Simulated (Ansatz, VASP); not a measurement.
Two plane-wave programs on Sr5AlO2

```
Sr Al O
1.0
     2.60777   -7.84415    0.00000
     2.60777    7.84415    0.00000
     0.00000    0.00000    5.35749
Sr Al O
5 1 2
Direct
  0.83104 0.16896 0.50000
  0.16896 0.83104 0.50000
  0.35472 0.64528 0.00000
  0.64528 0.35472 0.00000
  0.50000 0.50000 0.50000
  0.00000 0.00000 0.00000
  0.66447 0.33553 0.50000
  0.33553 0.66447 0.50000
```

Alike in both runs: functional PBE; k mesh 6 × 6 × 6; occupations gaussian, width 0.1 eV; no spin polarisation.

Ansatz relaxed the structure, and its values are those at the end. VASP's run is a single point on that final structure, the one shown.

|  | VASP | Ansatz |
| --- | --- | --- |
| version | VASP 6.6.1 | Ansatz 0.2.0 |
| potentials or method | VASP PAW PBE potentials, release 64 (Sr_sv, Al, O), cutoff 520 eV | scalar-relativistic, plane waves, PAW |
| valence electrons in the cell | 65 | 65 |

|  | VASP | Ansatz | Ansatz less VASP |
| --- | --- | --- | --- |
| gap on the k mesh at the Fermi level (eV) | none | none | - |
| pressure (GPa) | 0.2 | 0.0 | -0.17 |
| rms of the force components (eV/Å) | 0.007 | 0.002 | -0.0048 |

A gap of «none» marks a metal or a gap that the smearing closes.
